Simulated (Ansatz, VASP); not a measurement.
# Two plane-wave programs on C

The input INCAR:

```
  ALGO = Normal
  EDIFF = 1E-7
  ENCUT = 520
  GGA = PS
  ISIF = 2
  ISMEAR = 0
  IVDW = 12
  LASPH = True
  LCHARG = False
  LREAL = False
  LWAVE = False
  NBANDS = 16
  NELM = 60
  PREC = Accurate
  SIGMA = 0.15
```

The input KPOINTS:

```
k-points
0
Gamma
  21 21 8
```

The input POSCAR:

```
C
1.0
    2.4568534925      0.0000000000      0.0000000000
   -1.2284267463      2.1276975379      0.0000000000
    0.0000000000      0.0000000000      6.9020385164
C
4
Direct
    0.0000000000      0.0000000000      0.0025000000
    0.0000000000      0.0000000000      0.5025000000
    0.3333333333      0.6666666667      0.0025000000
    0.6666666667      0.3333333333      0.5025000000
```

Input for Ansatz:

```yaml
crystal:
  lattice:
    - [2.4568534925, 0.0, 0.0]
    - [-1.2284267463, 2.1276975379, 0.0]
    - [0.0, 0.0, 6.9020385164]
  atoms:
    - { symbol: C, position: [0.0, 0.0, 0.0025] }
    - { symbol: C, position: [0.0, 0.0, 0.5025] }
    - { symbol: C, position: [0.3333333333, 0.6666666667, 0.0025] }
    - { symbol: C, position: [0.6666666667, 0.3333333333, 0.5025] }
basis:
  ecutwfc: 520.0
kpoints:
  mp_grid: { grid: [21, 21, 8] }
hamiltonian:
  xc: pbesol
  pseudopotentials: { kind: paw, azcp: { folder: soft_1 } }
  dispersion: d3bj
scf:
  occupations: { method: gaussian, width: 0.15 }
output:
  forces: true
  stress: true
  eigenvalues: true
```

Alike in both runs: task single point; functional PBEsol; dispersion D3(BJ); k mesh 21 × 21 × 8; occupations gaussian, width 0.15 eV; no spin polarisation.

```csv
,VASP,Ansatz
version,VASP 6.6.1,Ansatz 0.2.0
potentials or method,"VASP PAW PBE potentials, release 64 (C), cutoff 520 eV","scalar-relativistic, plane waves, PAW"
valence electrons in the cell,16,16
```

|  | VASP | Ansatz | Ansatz less VASP |
| --- | --- | --- | --- |
| gap on the k mesh at the Fermi level (eV) | none | none | - |
| pressure (GPa) | 0.8 | 0.1 | -0.71 |
| traceless stress, the component that is largest in VASP (GPa) | -2.14 | -1.34 | +0.791 |

VASP's potentials were made for PBE, not for PBEsol, and Ansatz warns of the same on its side. A gap of «none» marks a metal or a gap that the smearing closes.
